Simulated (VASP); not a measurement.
# Al2Au (Fm-3m) in VASP: further runs, part 2 of 2

VASP 6.6.1.

### 4 Single point, PBE (strained)

Contents of INCAR:

```
SYSTEM = Al2Au
ALGO     = Normal         ! electronic algorithm
EDIFF    = 1E-6           ! SCF threshold, eV
ENCUT    = 520            ! plane-wave cutoff, eV
GGA      = PE             ! functional
ISIF     = 2              ! what is computed and relaxed
ISMEAR   = 0              ! smearing method
LASPH    = .True.         ! aspherical terms in the spheres
LCHARG   = .True.         ! write CHGCAR
LELF     = .True.         ! ELF
LREAL    = .False.        ! projectors in reciprocal space
LVHAR    = .True.       
LWAVE    = .False.        ! write WAVECAR
NBANDS   = 16             ! bands
NELM     = 80             ! most SCF steps
PREC     = Accurate       ! precision mode
SIGMA    = 0.1            ! smearing width, eV
```

Contents of KPOINTS:

```
k-points
0
Gamma
  12 12 12
  0 0 0
```

Contents of POSCAR:

```
Al2Au
1.0
    0.0000000000      3.0330900000      3.0330900000
    3.0330900000      0.0000000000      3.0330900000
    3.0330900000      3.0330900000      0.0000000000
Al Au
2 1
Direct
    0.2500000000      0.2500000000      0.2500000000
    0.7500000000      0.7500000000      0.7500000000
    0.0000000000      0.0000000000      0.0000000000
```

Potentials or basis: VASP PAW PBE potentials, release 64 (Al, Au).

Launch:

```bash
$ cat potpaw_PBE.64/Al/POTCAR potpaw_PBE.64/Au/POTCAR > POTCAR
$ mpirun -np 1 vasp_std > vasp.out
```

OUTCAR:

```text
SYSTEM = Al2Au
   EDIFF = 1E-6
   ENCUT = 520
   GGA = PE
   ISIF = 2
   ISMEAR = 0
   LASPH = .True.
   LREAL = .False.
   NELM = 80
   PREC = Accurate

 ion  position               nearest neighbor table
   1  0.250  0.250  0.250-   3 2.63   3 2.63   3 2.63   3 2.63   2 3.03   2 3.03   2 3.03   2 3.03
                             2 3.03   2 3.03
   2  0.750  0.750  0.750-   3 2.63   3 2.63   3 2.63   3 2.63   1 3.03   1 3.03   1 3.03   1 3.03
                             1 3.03   1 3.03
   3  0.000  0.000  0.000-   1 2.63   2 2.63   2 2.63   2 2.63   2 2.63   1 2.63   1 2.63   1 2.63

  LATTYP: Found a face centered cubic cell.
 ALAT       =     6.0661800000

  Lattice vectors:

 A1 = (   0.0000000000,   3.0330900000,   3.0330900000)
 A2 = (   3.0330900000,   0.0000000000,   3.0330900000)
 A3 = (   3.0330900000,   3.0330900000,   0.0000000000)

Analysis of symmetry for initial positions (statically):
=====================================================================
 Subroutine PRICEL returns:
 Original cell was already a primitive cell.

 Routine SETGRP: Setting up the symmetry group for a
 face centered cubic supercell.

 Subroutine GETGRP returns: Found 48 space group operations
 (whereof 48 operations were pure point group operations)
 out of a pool of 48 trial point group operations.

The static configuration has the point symmetry O_h .

Analysis of symmetry for dynamics (positions and initial velocities):
=====================================================================
 Subroutine PRICEL returns:
 Original cell was already a primitive cell.

 Routine SETGRP: Setting up the symmetry group for a
 face centered cubic supercell.

 Subroutine GETGRP returns: Found 48 space group operations
 (whereof 48 operations were pure point group operations)
 out of a pool of 48 trial point group operations.

The dynamic configuration has the point symmetry O_h .

[... 113 lines left out ...]
   EMIN   =  10.00;   EMAX   =-10.00  energy-range for DOS
   EFERMI =   0.00;   METHOD = LEGACY
   ISMEAR =     0;   SIGMA  =   0.10  broadening in eV -4-tet -1-fermi 0-gaus
   EFERMI_NEDOS =   21; number of points for ismear=-14 and -15
   IALGO  =     38    algorithm
   IMIX   =      4    mixing-type and parameters
     AMIX     =   0.40;   BMIX     =  1.00
     AMIX_MAG =   1.60;   BMIX_MAG =  1.00
  volume/ion in A,a.u.               =      18.60       125.53
  Fermi-wavevector in a.u.,A,eV,Ry     =   1.101529  2.081588 16.508841  1.213366
  Thomas-Fermi vector in A             =   2.237957
   LORBIT       =      0    0 simple, 1 ext, 2 COOP (PROOUT), +10 PAW based schemes
   GGA     = PE    functional components
   LHFCALC =     F    Hartree Fock is set to
   AEXX    =    0.0000 exact exchange contribution
   IVDW    =     0    specifies the selected vdW correction
   LEPSILON=     F    determine dielectric tensor
   LRPA    =     F    only Hartree local field effects (RPA)
 non-spin polarized calculation
 Gauss-broadening in eV      SIGMA  =   0.10
  energy-cutoff  :      520.00
  volume of cell :       55.81
 maximum number of plane-waves:      1524
   NGX = 15   NGY = 15   NGZ = 15

 number of electron      17.0000002 magnetization

 Free energy of the ion-electron system (eV)
  ---------------------------------------------------
  ext. energy  EPLUGINS =         0.00000000
  ---------------------------------------------------
  free energy    TOTEN  =       -12.02394522 eV

  energy without entropy =      -12.01929734  energy(sigma->0) =      -12.02162128

 E-fermi :   7.4306     XC(G=0): -10.3838

 val. band max:        7.4111755400   @ k =   0.5000   0.1667   0.0833
 cond. band min:       7.4440232921   @ k =  -0.2500   0.0833   0.0000
 fundamental gap:      0.0328477521
 Fermi energy:         7.4305518546

 k-point     1 :       0.0000    0.0000    0.0000
  band No.  band energies     occupation
      1      -2.8926      2.00000
      2       1.0010      2.00000
      3       1.0010      2.00000
      4       1.0010      2.00000
      5       1.9232      2.00000
      6       1.9232      2.00000
[... 433 lines left out ...]
      3       1.3566      2.00000
      4       1.3667      2.00000
      5       1.9695      2.00000
      6       1.9803      2.00000
[... 8 lines left out ...]
     15      15.5572      0.00000
     16      16.0221      0.00000

 [... further k-points ...]
[... 5 lines left out ...]
  --------------------------------------------------------------------------------------
  -------------------------------------------------------------------------------------
  Total       -0.1725857     -0.1725857     -0.1725857      0.0000000     -0.0000000     -0.0000000
  in kB       -4.9548389     -4.9548389     -4.9548389      0.0000000     -0.0000000     -0.0000000
  external PRESSURE =      -4.9548389 kB  Pullay stress =       0.0000000 kB

 VOLUME and BASIS-vectors are now :
 -----------------------------------------------------------------------------
  energy-cutoff  :      520.00
  volume of cell :       55.81
      direct lattice vectors                 reciprocal lattice vectors
     0.000000000  3.033090000  3.033090000    -0.164848389  0.164848389  0.164848389
     3.033090000  0.000000000  3.033090000     0.164848389 -0.164848389  0.164848389
     3.033090000  3.033090000  0.000000000     0.164848389  0.164848389 -0.164848389

 POSITION                                       TOTAL-FORCE (eV/Angst)
 -----------------------------------------------------------------------------------
      1.51655      1.51655      1.51655         0.000000     -0.000000      0.000000
      4.54964      4.54964      4.54964        -0.000000     -0.000000     -0.000000
      0.00000      0.00000      0.00000        -0.000000      0.000000      0.000000
 -----------------------------------------------------------------------------------
    total drift:                                0.000000     -0.000000      0.000000

  FREE ENERGIE OF THE ION-ELECTRON SYSTEM (eV)
  ---------------------------------------------------
  free  energy   TOTEN  =       -12.0239452183 eV

  energy  without entropy=      -12.0192973357  energy(sigma->0) =      -12.02162128
```

Run time: 76 s. Hardware: 1 thread of AMD EPYC 7R43 (Zen 3), shared host; peak memory 0.18 GiB.

Results:

| Quantity | Value |
| --- | --- |
| Free energy | -12.0239 eV |
| Pressure | -0.5 GPa |
| Band gap on the k mesh | zero (an odd number of electrons rules out a gap without spin polarisation) |

Caveat: the cell differs from its parent crystal (strained); spin-orbit coupling is left out, which moves the levels of the heavy elements.

### 5 Relaxation of cell and atoms, PBE

This run uses another cell than the first one, of 18.00 Å³/atom.

Contents of INCAR:

```
ALGO = Normal
EDIFF = 1E-6
EDIFFG = -0.005
ENCUT = 600
GGA = PE
IBRION = 2
ISIF = 3
ISMEAR = 0
LASPH = True
LCHARG = False
LREAL = False
LWAVE = False
NELM = 60
NSW = 100
PREC = Accurate
SIGMA = 0.1
```

Contents of KPOINTS:

```
k-points
0
Gamma
  12 12 12
```

Contents of POSCAR:

```
Al2Au
1.0
    0.0000000000      3.0000000000      3.0000000000
    3.0000000000      0.0000000000      3.0000000000
    3.0000000000      3.0000000000      0.0000000000
Al Au
2 1
Direct
    0.2500000000      0.2500000000      0.2500000000
    0.7500000000      0.7500000000      0.7500000000
    0.0000000000      0.0000000000      0.0000000000
```

Potentials or basis: VASP PAW PBE potentials, release 64 (Al, Au).

Launch:

```bash
$ cat potpaw_PBE.64/Al/POTCAR potpaw_PBE.64/Au/POTCAR > POTCAR
$ mpirun -np 1 vasp_std > vasp.out
```

OUTCAR:

```text
EDIFF = 1E-6
   EDIFFG = -0.005
   ENCUT = 600
   GGA = PE
   IBRION = 2
   ISIF = 3
   ISMEAR = 0
   LASPH = True
   LREAL = False
   NELM = 60
   NSW = 100
   PREC = Accurate

 ion  position               nearest neighbor table
   1  0.250  0.250  0.250-   3 2.60   3 2.60   3 2.60   3 2.60   2 3.00   2 3.00   2 3.00   2 3.00
                             2 3.00   2 3.00
   2  0.750  0.750  0.750-   3 2.60   3 2.60   3 2.60   3 2.60   1 3.00   1 3.00   1 3.00   1 3.00
                             1 3.00   1 3.00
   3  0.000  0.000  0.000-   2 2.60   2 2.60   2 2.60   1 2.60   2 2.60   1 2.60   1 2.60   1 2.60

  LATTYP: Found a face centered cubic cell.
 ALAT       =     6.0000000000

  Lattice vectors:

 A1 = (   0.0000000000,   3.0000000000,   3.0000000000)
 A2 = (   3.0000000000,   0.0000000000,   3.0000000000)
 A3 = (   3.0000000000,   3.0000000000,   0.0000000000)

Analysis of symmetry for initial positions (statically):
[... 268 lines left out ...]
 k-point     1 :       0.0000    0.0000    0.0000
  band No.  band energies     occupation
      1      -2.8743      2.00000
      2       1.0268      2.00000
      3       1.0268      2.00000
      4       1.0268      2.00000
      5       1.9538      2.00000
      6       1.9538      2.00000
      7       9.5102      0.00000
      8      10.4221      0.00000
      9      10.4221      0.00000
     10      10.4221      0.00000
     11      11.2545      0.00000
     12      11.2545      0.00000
[... 331 lines left out ...]
 k-point    24 :      -0.4167    0.1667    0.0000
  band No.  band energies     occupation
      1      -0.5754      2.00000
      2       0.8233      2.00000
      3       1.3835      2.00000
      4       1.3945      2.00000
      5       2.0020      2.00000
      6       2.0118      2.00000
      7       2.5557      2.00000
      8       5.9753      2.00000
      9       7.3605      1.91165
     10       9.8584      0.00000
     11      11.8957      0.00000
     12      12.1139      0.00000

 [... further k-points ...]
[... 5 lines left out ...]
  --------------------------------------------------------------------------------------
  -------------------------------------------------------------------------------------
  Total        0.0014621      0.0014621      0.0014621     -0.0000000     -0.0000000     -0.0000000
  in kB        0.0421635      0.0421635      0.0421635     -0.0000000     -0.0000000     -0.0000000
  external PRESSURE =       0.0421635 kB  Pullay stress =       0.0000000 kB
[... 18 lines left out ...]
  FREE ENERGIE OF THE ION-ELECTRON SYSTEM (eV)
  ---------------------------------------------------
  free  energy   TOTEN  =       -12.0240818357 eV

  energy  without entropy=      -12.0194190828  energy(sigma->0) =      -12.02175046

 reached required accuracy - stopping structural energy minimisation
```

OSZICAR:

```text
N       E                     dE             d eps       ncg     rms          rms(c)
DAV:   1     0.690321864083E+02    0.69032E+02   -0.77701E+03  1760   0.132E+03
[... 25 lines left out ...]
DAV:   2    -0.120269139297E+02    0.94842E-01   -0.42710E-01  1892   0.794E+00    0.618E-01
DAV:   3    -0.120248693872E+02    0.20445E-02   -0.10672E-02  1800   0.115E+00    0.297E-01
DAV:   4    -0.120241093947E+02    0.75999E-03   -0.27082E-03  1872   0.327E-01    0.538E-02
DAV:   5    -0.120240731425E+02    0.36252E-04   -0.31142E-04  1964   0.210E-01    0.482E-02
DAV:   6    -0.120240826972E+02   -0.95547E-05   -0.26046E-05  1932   0.556E-02    0.112E-02
DAV:   7    -0.120240816928E+02    0.10044E-05   -0.23399E-06  1620   0.143E-02    0.186E-03
DAV:   8    -0.120240818357E+02   -0.14292E-06   -0.17395E-07   908   0.441E-03
   3 F= -.12024082E+02 E0= -.12021750E+02  d E =-.150233E-01
```

It took 2.3 min on 1 thread of Intel Xeon 8259CL, shared host; peak memory 0.25 GiB.

What came out:

```
Free energy                           : -12.0241 eV
Relaxed volume                        : 18.52 Å³/atom
Relaxed cell                          : a = 4.283 Å, b = 4.283 Å, c = 4.283 Å, α = 60.00°, β = 60.00°, γ = 60.00°
Space group after relaxing (to 0.1 Å) : Fm-3m (No. 225)
Energy gained by relaxing             : 5.0 meV/atom
Ionic steps                           : 3
Pressure after relaxing               : 0.0 GPa
Band gap on the k mesh                : zero (an odd number of electrons rules out a gap without spin polarisation)
```

Step by step:
```tsv
step	energy change (eV)	largest force (eV/Å)	pressure (GPa)	volume (Å³)
1	0.0000	0.0000	3.19	54.00
2	-0.0055	0.0000	-2.30	56.85
3	-0.0150	0.0000	0.00	55.56
```

Final structure:
```xyz
3
Lattice="0.0000 3.0286 3.0286 3.0286 0.0000 3.0286 3.0286 3.0286 0.0000" Properties=species:S:1:pos:R:3 pbc="T T T"
Al    1.5143    1.5143    1.5143
Al    4.5428    4.5428    4.5428
Au    0.0000    0.0000    0.0000
```

Caveat: spin-orbit coupling is left out, which moves the levels of the heavy elements. Zero-point motion and thermal expansion aren't in these numbers.

### 6 Overview

```tsv
task	cell	cutoff (eV)	gap on the mesh (eV)	pressure (GPa)
single point	a = 4.095 Å, angles 60.0°, 3 atoms	520	none	19.4
single point	a = 4.221 Å, angles 60.0°, 3 atoms	520	none	5.0
single point	a = 4.289 Å, angles 60.0°, 3 atoms	520	none	-0.5
relaxation of cell and atoms	relaxed from a = 4.243 Å, angles 60.0°, 3 atoms	600	none	0.0
```

Alike in all rows: level PBE; potentials or basis VASP PAW PBE potentials, release 64 (Al, Au); no spin polarisation; k mesh 12 × 12 × 12; smearing gaussian 0.1 eV.

Caveats: spin-orbit coupling is left out, which moves the levels of the heavy elements; the cell stands under pressure (at least some runs).

Absolute energies hang on the potentials; compare differences alone.
